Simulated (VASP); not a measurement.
# Zn: single point with r2SCAN

The system is Zn.

```
Zn
1.0
     2.67000    0.00000    0.00000
    -1.33500    2.31229    0.00000
     0.00000    0.00000    4.96600
Zn
2
Direct
  0.66667 0.33333 0.75000
  0.33333 0.66667 0.25000
```

| Quantity | Value |
| --- | --- |
| Program | VASP 6.6.1 |
| Task | single point |
| Functional | r2SCAN |
| Potentials or basis | VASP PAW PBE potentials, release 64 (Zn) |
| Cutoff | 520 eV |
| k mesh | 11 × 11 × 6 |
| Occupations | fermi-dirac, width 0.05 eV |
| Spin | no spin polarisation |
| Dipole correction | no |
| Further INCAR settings | ALGO = Normal; EDIFF = 1e-06; NBANDS = 19 |

| Property | Result |
| --- | --- |
| Pressure | -4.4 GPa |
| Band gap on the k mesh | zero (band 12 reaches 4.65 eV, above the bottom of band 13 at -0.24 eV) |

Stress tensor (GPa, compression positive):
```
-4.45  0.00  0.00
 0.00 -4.45  0.00
 0.00  0.00 -4.32
```

Levels at points of the mesh, in eV from the Fermi level:
| k point | band 10 | band 11 | band 12 | band 13 | band 14 | band 15 |
| --- | --- | --- | --- | --- | --- | --- |
| (0.00, 0.00, 0.00) | -7.26 | -7.26 | -3.63 | -3.03 | 14.36 | 17.91 |
| (0.00, 0.00, 0.50) | -7.34 | -7.34 | -7.34 | 4.90 | 4.90 | 19.86 |

It took 84 s on 1 thread of Intel(R) Xeon(R) Platinum 8488C (Sapphire Rapids), on a shared host, peak memory 0.16 GiB.

Caveat: the PAW data sets were made with another functional, which shifts forces and pressure a little.
